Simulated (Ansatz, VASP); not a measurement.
Two plane-wave programs on Ge

Contents of INCAR:

```
ALGO = Normal
EDIFF = 1E-6
ENCUT = 520
GGA = PE
ISIF = 2
ISMEAR = 0
LASPH = T
LCHARG = F
LREAL = F
LWAVE = F
NBANDS = 21
NELM = 60
PREC = Accurate
SIGMA = 0.15
```

KPOINTS

```
k-points
0
Gamma
  14 14 14
```

File POSCAR:

```
Ge
1.0
   -0.1152213909      2.8805347716      2.9093401193
    2.8805347716     -0.1152213909      2.9093401193
    2.7653133807      2.7653133807      0.0000000000
Ge
2
Direct
    0.5000000000      0.5000000000      0.5000000000
    0.7500000000      0.7500000000      0.7500000000
```

Input for Ansatz:

```yaml
crystal:
  lattice:
    - [-0.1152213909, 2.8805347716, 2.9093401193]
    - [2.8805347716, -0.1152213909, 2.9093401193]
    - [2.7653133807, 2.7653133807, 0.0]
  atoms:
    - { symbol: Ge, position: [0.5, 0.5, 0.5] }
    - { symbol: Ge, position: [0.75, 0.75, 0.75] }
basis:
  ecutwfc: 420
kpoints:
  mp_grid: { grid: [14, 14, 14] }
hamiltonian:
  xc: pbe
scf:
  occupations: { method: gaussian, width: 0.15 }
output:
  forces: true
  stress: true
  eigenvalues: true
```

Change from the starting cell: engineering shear strain xy -0.0800, normal strain along z +0.0100.

Alike in both runs: task single point; functional PBE; k mesh 14 × 14 × 14; occupations gaussian, width 0.15 eV; no spin polarisation.

|  | VASP | Ansatz |
| --- | --- | --- |
| version | VASP 6.6.1 | Ansatz 0.2.0 |
| potentials or method | VASP PAW PBE potentials, release 64 (Ge_d), cutoff 520 eV | scalar-relativistic, plane waves, PAW |
| valence electrons in the cell | 28 | 28 |

Ansatz gave:

```
gap on the k mesh at the Fermi level (eV)                     : none
pressure (GPa)                                                : 0.1
traceless stress, the component that is largest in VASP (GPa) : 5.66
rms of the force components (eV/Å)                            : 0.334
```

**Question.** What did VASP give for the same quantities?

**Answer.** gap on the k mesh at the Fermi level (eV): none; pressure (GPa): 0.0; traceless stress, the component that is largest in VASP (GPa): 5.65; rms of the force components (eV/Å): 0.332.

Atom by atom the forces differ by 0.002 eV/Å (rms over components). A gap of «none» marks a metal or a gap that the smearing closes.
